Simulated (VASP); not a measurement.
Here is a VASP 6.6.1 calculation.

File INCAR:

```
SYSTEM = SiC
  PREC = Accurate
  ENCUT = 520
  EDIFF = 1E-6
  ISMEAR = -1
  SIGMA = 0.08
  LREAL = .False.
  LASPH = .True.
  NELM = 100
  ALGO = Normal
  ISIF = 2
  LWAVE = .False.
  LCHARG = .False.
  NBANDS = 11
```

KPOINTS

```
regular mesh
0
Gamma
  14 14 14
  0 0 0
```

File POSCAR:

```
SiC
1.0
    2.1644853876      2.1644853876      0.0000000000
   -2.1644853876      2.1644853876      0.0000000000
    0.0000000000      2.1644853876      2.1644853876
Si C
1 1
Direct
    0.0000000000      0.0000000000      0.0000000000
    0.7500000000      0.2500000000      0.5000000000
```

Potentials or basis: VASP PAW LDA potentials, release 64 (Si, C).

The run is started by

```sh
$ cat potpaw_LDA.64/Si/POTCAR potpaw_LDA.64/C/POTCAR > POTCAR
$ mpirun -np 1 vasp_std > vasp.out
```

Predict the pressure.

0.4 GPa.

What does it give for the band gap on the k mesh?

1.29 eV, indirect (least direct gap 4.52 eV).

A k mesh can miss the band edges.
